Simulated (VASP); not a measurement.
Input of a VASP 6.6.1 run:

INCAR

```
PREC     = Accurate       # precision mode
ENCUT    = 520            # plane-wave cutoff, eV
EDIFF    = 1E-6           # SCF threshold, eV
ISMEAR   = 0              # smearing method
SIGMA    = 0.15           # smearing width, eV
LREAL    = False          # projectors in reciprocal space
LASPH    = True           # aspherical terms in the spheres
NELM     = 100            # most SCF steps
ALGO     = Normal         # electronic algorithm
ISIF     = 2              # what is computed and relaxed
LWAVE    = False          # write WAVECAR
LCHARG   = False          # write CHGCAR
GGA      = PS             # functional
NBANDS   = 52             # bands
```

File KPOINTS:

```
regular mesh
0
Gamma
  12 12 8
```

POSCAR

```
Zr3O
1.0
    6.0300633984      0.0000000000      0.0000000000
   -3.0150316992      5.2221880895      0.0000000000
    0.0000000000      0.0000000000      4.7434584148
Zr O
6 2
Direct
    0.3393912867      0.0000000000      0.0000000000
    0.3393912867      0.3393912867      0.5000000000
    0.0000000000      0.3393912867      0.0000000000
    0.6606087133      0.0000000000      0.5000000000
    0.6606087133      0.6606087133      0.0000000000
    0.0000000000      0.6606087133      0.5000000000
    0.3333333333      0.6666666667      0.2500000000
    0.6666666667      0.3333333333      0.7500000000
```

Potentials or basis: VASP PAW PBE potentials, release 64 (Zr_sv, O).

The run is started by

```console
$ cat potpaw_PBE.64/Zr_sv/POTCAR potpaw_PBE.64/O/POTCAR > POTCAR
$ mpirun -np 1 vasp_std > vasp.out
```

Predict the pressure.

-8.1 GPa.

Predict the largest force.

0.436 eV/Å.

What does it give for the band gap on the k mesh?

Zero (bands 42 and 43 overlap by 0.79 eV).

Forces in eV/Å, atoms in the order of the input:
```
Zr   0.436  0.000  0.000
Zr   0.218  0.377  0.000
Zr  -0.218  0.377  0.000
Zr  -0.436  0.000  0.000
Zr  -0.218 -0.377  0.000
Zr   0.218 -0.377  0.000
O    0.000  0.000  0.000
O    0.000  0.000  0.000
```

Caveat: the cell differs from its parent crystal (strain +0.080 along x and y, -0.080 along z); the cell stands under tension; the PAW data sets were made with another functional, which shifts forces and pressure a little.
